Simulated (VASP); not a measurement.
A run of VASP 6.6.1 is set up as follows.

INCAR

```
SYSTEM = Al2O3
PREC     = Accurate       ! precision mode
ENCUT    = 520            ! plane-wave cutoff, eV
EDIFF    = 1E-6           ! SCF threshold, eV
ISMEAR   = -1             ! smearing method
SIGMA    = 0.05           ! smearing width, eV
LREAL    = .False.        ! projectors in reciprocal space
LASPH    = .True.         ! aspherical terms in the spheres
NELM     = 120            ! most SCF steps
ALGO     = Normal         ! electronic algorithm
ISIF     = 2              ! what is computed and relaxed
LWAVE    = .False.        ! write WAVECAR
LCHARG   = .False.        ! write CHGCAR
GGA      = PE             ! functional
NBANDS   = 64             ! bands
ISYM     = 0            
GGA_COMPAT= .False.
```

File KPOINTS:

```
Automatic mesh
0
Gamma
  1 1 1
  0 0 0
```

Contents of POSCAR:

```
Al2O3
1.0
    5.7104520000      0.0137290000     -0.0021660000
    0.0137290000      5.8090040000      0.1390750000
   -0.0021660000      0.1390750000      5.7076010000
Al O
8 12
Direct
    0.8075462220      0.6854208003      0.7336475075
    0.5987612285      0.3006859336      0.0643452513
    0.4857850660      0.1678094292      0.5563977079
    0.0327253198      0.2269618158      0.8108618960
    0.2850660565      0.7692951160      0.8848960771
    0.9869449799      0.9765692285      0.2471161452
    0.1115839918      0.4590112242      0.3618624891
    0.5476621538      0.7219336998      0.3143440312
    0.8563796630      0.6849556535      0.4098409666
    0.7343946670      0.3085126104      0.7281000034
    0.4970607667      0.8424743929      0.6075623554
    0.1453178184      0.1456936750      0.4896839163
    0.9668621192      0.9081791068      0.8883256230
    0.9666145112      0.2947433096      0.1155584038
    0.3502549871      0.1595053108      0.8855679385
    0.1115408674      0.5399417320      0.7177420428
    0.6455484599      0.0363428467      0.2684416582
    0.2213421110      0.7581663841      0.2065406179
    0.4400658310      0.4146537796      0.3377592807
    0.5786508618      0.6278275655     -0.0016547689
```

Potentials or basis: VASP PAW PBE potentials, release 64 (Al, O).

Command:

```console
$ cat potpaw_PBE.64/Al/POTCAR potpaw_PBE.64/O/POTCAR > POTCAR
$ mpirun -np 1 vasp_gam > vasp.out
```

Task: Predict the largest force.

Result: 2.109 eV/Å.

Task: What does it give for the band gap on the k mesh?

Result: 4.33 eV.

Stress tensor (GPa, compression positive):
```
 -4.96  -1.82  -0.86
 -1.82  -9.06 -10.18
 -0.86 -10.18  -3.42
```

Caveat: the k points lie up to 1.10 Å⁻¹ apart.
